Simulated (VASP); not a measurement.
# TePb (Fm-3m) in VASP: a series of runs, part 2 of 2

VASP 6.6.1. The steps go on from the part before.

**4. Relaxation of cell and atoms, PBE, target pressure 6 GPa, at which the enthalpy is minimised**

Input file INCAR:

```
PREC     = Accurate       # precision mode
ENCUT    = 600            # plane-wave cutoff, eV
EDIFF    = 1E-7           # SCF threshold, eV
ISMEAR   = 0              # smearing method
SIGMA    = 0.01           # smearing width, eV
LREAL    = False          # projectors in reciprocal space
LASPH    = True           # aspherical terms in the spheres
NELM     = 60             # most SCF steps
ALGO     = Normal         # electronic algorithm
ISIF     = 3              # what is computed and relaxed
LWAVE    = False          # write WAVECAR
LCHARG   = False          # write CHGCAR
GGA      = PE             # functional
IBRION   = 2              # ionic algorithm
NSW      = 60             # ionic steps
EDIFFG   = -0.01          # ionic threshold
PSTRESS  = 60.0
```

Input file KPOINTS:

```
Automatic mesh
0
Gamma
  6 6 6
```

Input file POSCAR:

```
TePb
1.0
    0.0000000000      3.2310000000      3.2310000000
    3.2310000000      0.0000000000      3.2310000000
    3.2310000000      3.2310000000      0.0000000000
Te Pb
1 1
Direct
    0.5000000000      0.5000000000      0.5000000000
    0.0000000000      0.0000000000      0.0000000000
```

Potentials or basis: VASP PAW PBE potentials, release 64 (Te, Pb_d).

Command:

```
$ cat potpaw_PBE.64/Te/POTCAR potpaw_PBE.64/Pb_d/POTCAR > POTCAR
$ mpirun -np 1 vasp_std > vasp.out
```

OUTCAR:

```text
PREC = Accurate
   ENCUT = 600
   EDIFF = 1E-7
   ISMEAR = 0
   LREAL = False
   LASPH = True
   NELM = 60
   ISIF = 3
   GGA = PE
   IBRION = 2
   NSW = 60
   EDIFFG = -0.01
   PSTRESS = 60.0

 ion  position               nearest neighbor table
   1  0.500  0.500  0.500-   2 3.23   2 3.23   2 3.23   2 3.23   2 3.23   2 3.23
   2  0.000  0.000  0.000-   1 3.23   1 3.23   1 3.23   1 3.23   1 3.23   1 3.23

  LATTYP: Found a face centered cubic cell.
 ALAT       =     6.4620000000

  Lattice vectors:

 A1 = (   0.0000000000,   3.2310000000,   3.2310000000)
 A2 = (   3.2310000000,   0.0000000000,   3.2310000000)
 A3 = (   3.2310000000,   3.2310000000,   0.0000000000)

Analysis of symmetry for initial positions (statically):
[... 173 lines left out ...]
  -------------------------------------------------------------------------------------
  Total        0.8964076      0.8964076      0.8964076      0.0000000      0.0000000      0.0000000
  in kB       21.2899795     21.2899795     21.2899795      0.0000000      0.0000000      0.0000000
  external PRESSURE =     -38.7100205 kB  Pullay stress =      60.0000000 kB
[... 63 lines left out ...]
--------------------------------------- Ionic step        3  -------------------------------------------

 number of electron      20.0000002 magnetization

 Free energy of the ion-electron system (eV)
  ---------------------------------------------------
  ext. energy  EPLUGINS =         0.00000000
  ---------------------------------------------------
  free energy    TOTEN  =        -7.39212771 eV

  energy without entropy =       -7.39212771  energy(sigma->0) =       -7.39212771

 E-fermi :   6.6190     XC(G=0):  -9.6140

 val. band max:        6.5728609104   @ k =   0.5000   0.0000   0.0000
 cond. band min:       7.1448618856   @ k =   0.5000   0.0000   0.0000
 fundamental gap:      0.5720009753
 Fermi energy:         6.6189904236

 k-point     1 :       0.0000    0.0000    0.0000
  band No.  band energies     occupation
      1     -10.3085      2.00000
      2     -10.3085      2.00000
      3     -10.2933      2.00000
      4     -10.2933      2.00000
      5     -10.2933      2.00000
      6      -6.0712      2.00000
      7       1.1361      2.00000
      8       4.9277      2.00000
      9       4.9277      2.00000
     10       4.9277      2.00000
     11      10.6937      0.00000
     12      10.6937      0.00000
     13      10.6937      0.00000
     14      12.1750      0.00000
[... 286 lines left out ...]
  energy  without entropy=       -7.3921277127  energy(sigma->0) =       -7.39212771

  enthalpy is  TOTEN    =        -5.0334777348 eV   P V=        2.3586499779

 reached required accuracy - stopping structural energy minimisation
```

CONTCAR:

```text
TePb
   1.00000000000000
    -0.0000000000000000    3.1578944573995793    3.1578944573995793
     3.1578944573995793    0.0000000000000000    3.1578944573995793
     3.1578944573995793    3.1578944573995793    0.0000000000000000
  Te              Pb
     1     1
Direct
     0.5000000000000000    0.5000000000000000    0.5000000000000000
     0.0000000000000000    0.0000000000000000    0.0000000000000000

  0.00000000E+00  0.00000000E+00  0.00000000E+00
  0.00000000E+00  0.00000000E+00  0.00000000E+00
```

Run time: 61 s. Hardware: 1 thread of Intel Xeon Platinum 8259CL at 2.50GHz (Skylake/Cascade Lake), shared host; peak memory 0.25 GiB.

What came out:

* Free energy: -7.3921 eV
* Relaxed volume: 31.49 Å³/atom
* Relaxed cell: a = 4.466 Å, b = 4.466 Å, c = 4.466 Å, α = 60.00°, β = 60.00°, γ = 60.00°
* Space group after relaxing (to 0.05 Å): Fm-3m (No. 225)
* Energy change on relaxing (the enthalpy is what falls): +55.0 meV/atom
* Ionic steps: 3
* Pressure after relaxing: 6.0 GPa
* Band gap on the k mesh: 0.57 eV, direct

The path:
```
step  energy change (eV)  largest force (eV/Å)  pressure (GPa)  volume (Å³)
   1              0.0000                0.0000            2.13        67.46
   2              0.2633                0.0000            9.67        59.81
   3              0.1100                0.0000            5.98        62.98
```

Final structure:
```yaml
crystal:
  lattice:
    - [0.00000, 3.15789, 3.15789]
    - [3.15789, 0.00000, 3.15789]
    - [3.15789, 3.15789, 0.00000]
  atoms:
    - { symbol: Te, position: [0.50000, 0.50000, 0.50000] }
    - { symbol: Pb, position: [0.00000, 0.00000, 0.00000] }
```

Levels at points of the mesh, in eV from the valence-band top:
```csv
k point,band 6,band 7,band 8,band 9,band 10,band 11,band 12,band 13,band 14
"(0.00, 0.00, 0.00)",-12.64,-5.44,-1.65,-1.65,-1.65,4.12,4.12,4.12,5.60
"(0.50, 0.00, 0.00)",-11.02,-9.01,-1.13,-1.13,0.00,0.57,1.06,1.06,8.44
"(0.50, 0.50, 0.00)",-10.69,-7.44,-5.09,-3.24,-3.24,2.95,5.70,5.70,7.09
```

Caveat: the cell is relaxed towards a set pressure, so the enthalpy falls and the energy may rise; spin-orbit coupling is left out, which moves the levels of the heavy elements. A k mesh can miss the band edges.

**5. Relaxation of cell and atoms, PBE, target pressure 8 GPa, at which the enthalpy is minimised**

Input file INCAR:

```
ALGO     = Normal         # electronic algorithm
EDIFF    = 1E-7           # SCF threshold, eV
EDIFFG   = -0.01          # ionic threshold
ENCUT    = 600            # plane-wave cutoff, eV
GGA      = PE             # functional
IBRION   = 2              # ionic algorithm
ISIF     = 3              # what is computed and relaxed
ISMEAR   = 0              # smearing method
LASPH    = True           # aspherical terms in the spheres
LCHARG   = False          # write CHGCAR
LREAL    = False          # projectors in reciprocal space
LWAVE    = False          # write WAVECAR
NELM     = 100            # most SCF steps
NSW      = 60             # ionic steps
PREC     = Accurate       # precision mode
PSTRESS  = 80.0         
SIGMA    = 0.01           # smearing width, eV
```

Input file KPOINTS:

```
k-points
0
Gamma
  6 6 6
```

POSCAR is that of step 4.

Command:

```
$ cat potpaw_PBE.64/Te/POTCAR potpaw_PBE.64/Pb_d/POTCAR > POTCAR
$ mpirun -np 1 vasp_std > vasp.out
```

It took 89 s on 1 thread of Intel Xeon Platinum 8259CL at 2.50GHz (Skylake/Cascade Lake), shared host; peak memory 0.24 GiB.

It converged, with:

| Item | Value |
| --- | --- |
| Free energy | -7.3143 eV |
| Relaxed volume | 30.59 Å³/atom |
| Relaxed cell | a = 4.423 Å, b = 4.423 Å, c = 4.423 Å, α = 60.00°, β = 60.00°, γ = 60.00° |
| Space group after relaxing (to 0.05 Å) | Fm-3m (No. 225) |
| Energy change on relaxing (the enthalpy is what falls) | +93.9 meV/atom |
| Ionic steps | 5 |
| Pressure after relaxing | 8.0 GPa |
| Band gap on the k mesh | 0.49 eV, direct |

The path:
| step | energy change (eV) | largest force (eV/Å) | pressure (GPa) | volume (Å³) |
| --- | --- | --- | --- | --- |
| 1 | 0.0000 | 0.0000 | 2.13 | 67.46 |
| 2 | 0.5509 | 0.0000 | 15.44 | 56.10 |
| 3 | 0.1859 | 0.0000 | 7.91 | 61.22 |
| 4 | 0.1920 | 0.0000 | 8.05 | 61.10 |
| 5 | 0.1878 | 0.0000 | 7.95 | 61.19 |

Final structure:
```
Te Pb
1.0
     0.00000    3.12759    3.12759
     3.12759    0.00000    3.12759
     3.12759    3.12759    0.00000
Te Pb
1 1
Direct
  0.50000 0.50000 0.50000
  0.00000 0.00000 0.00000
```

Levels at points of the mesh, in eV from the valence-band top:
| k point | band 6 | band 7 | band 8 | band 9 | band 10 | band 11 | band 12 | band 13 | band 14 |
| --- | --- | --- | --- | --- | --- | --- | --- | --- | --- |
| (0.00, 0.00, 0.00) | -12.93 | -5.37 | -1.78 | -1.78 | -1.78 | 4.13 | 4.13 | 4.13 | 5.51 |
| (0.50, 0.00, 0.00) | -11.22 | -9.21 | -1.24 | -1.24 | 0.00 | 0.49 | 0.96 | 0.96 | 8.46 |
| (0.50, 0.50, 0.00) | -10.85 | -7.51 | -5.35 | -3.44 | -3.44 | 2.80 | 5.79 | 5.79 | 7.25 |

Caveat: the cell is relaxed towards a set pressure, so the enthalpy falls and the energy may rise; spin-orbit coupling is left out, which moves the levels of the heavy elements. A k mesh can miss the band edges.

**6. Summary**

| cell | gap on the mesh (eV) | pressure (GPa) |
| --- | --- | --- |
| relaxed to 2 GPa | 0.74 | 2.0 |
| relaxed to 4 GPa | 0.65 | 4.0 |
| relaxed to 6 GPa | 0.57 | 6.0 |
| relaxed to 8 GPa | 0.49 | 8.0 |

Alike in all rows: task relaxation of cell and atoms; level PBE; potentials or basis VASP PAW PBE potentials, release 64 (Te, Pb_d); no spin polarisation; k mesh 6 × 6 × 6; cutoff (eV) 600; smearing gaussian 0.01 eV.

Caveats: the cell is relaxed towards a set pressure, so the enthalpy falls and the energy may rise; spin-orbit coupling is left out, which moves the levels of the heavy elements.

Total energies depend on the potentials used, so only differences within one code and one set of settings carry meaning.
